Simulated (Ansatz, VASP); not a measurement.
**One calculation of Mo, two programs**

```xyz
1
Lattice="2.6671 0.0000 0.0000 -1.3336 2.3098 0.0000 0.0000 0.0000 2.4913" Properties=species:S:1:pos:R:3 pbc="T T T"
Mo    0.0000    0.0000    1.2457
```

Change from the starting cell: strain -0.025 along x and y, -0.025 along z, atoms carried along.

Alike in both runs: task single point; functional PBEsol; k mesh 18 × 18 × 18; occupations gaussian, width 0.15 eV; no spin polarisation.

|  | VASP | Ansatz |
| --- | --- | --- |
| version | VASP 6.6.1 | Ansatz 0.2.0 |
| potentials or method | VASP PAW PBE potentials, release 64 (Mo_sv), cutoff 520 eV | scalar-relativistic, plane waves, PAW |
| valence electrons in the cell | 14 | 14 |

Ansatz gave:

| Quantity | Value |
| --- | --- |
| gap on the k mesh at the Fermi level (eV) | none |
| pressure (GPa) | 15.0 |
| traceless stress, the component that is largest in VASP (GPa) | -6.03 |

**Question.** Estimate VASP's values.

**Answer.** gap on the k mesh at the Fermi level (eV): none; pressure (GPa): 15.8; traceless stress, the component that is largest in VASP (GPa): -5.84.

VASP's potentials were made for PBE, not for PBEsol. A gap of «none» marks a metal or a gap that the smearing closes.
